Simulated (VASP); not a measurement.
# Ca: single point with PBE

The system is Ca.

```xyz
2
Lattice="-3.2323 3.2323 1.7509 3.2323 -3.2323 1.7509 3.2323 3.2323 -1.7509" Properties=species:S:1:pos:R:3 pbc="T T T"
Ca    0.0000   -1.6161   -0.4377
Ca    0.0000    1.6161    0.4377
```

```
Program             : VASP 6.6.1
Task                : single point
Functional          : PBE
Potentials or basis : VASP PAW PBE potentials, release 64 (Ca_sv)
Cutoff              : 520 eV
k mesh              : 12 × 12 × 12
Occupations         : fermi-dirac, width 0.05 eV
Spin                : no spin polarisation
```

```
Pressure               : 2.7 GPa
Band gap on the k mesh : zero (bands 10 and 11 overlap by 0.86 eV)
```

Levels at points of the mesh, in eV from the Fermi level:
| k point | band 7 | band 8 | band 9 | band 10 | band 11 | band 12 | band 13 | band 14 |
| --- | --- | --- | --- | --- | --- | --- | --- | --- |
| (0.00, 0.00, 0.00) | -22.60 | -22.60 | -4.06 | -0.38 | 0.96 | 1.28 | 1.89 | 3.33 |
| (0.50, 0.00, 0.00) | -22.69 | -22.58 | -0.77 | -0.15 | -0.01 | 1.40 | 1.54 | 2.11 |
| (0.50, 0.50, 0.00) | -22.61 | -22.61 | -2.14 | -2.14 | 1.27 | 1.27 | 1.83 | 1.83 |
| (0.50, 0.50, 0.50) | -22.57 | -22.57 | -1.01 | -1.01 | -0.22 | -0.22 | 1.87 | 1.87 |

Run time: 62 s on 1 thread of Intel(R) Xeon(R) 6975P-C (Granite Rapids), with other jobs on the host, peak memory 0.32 GiB.
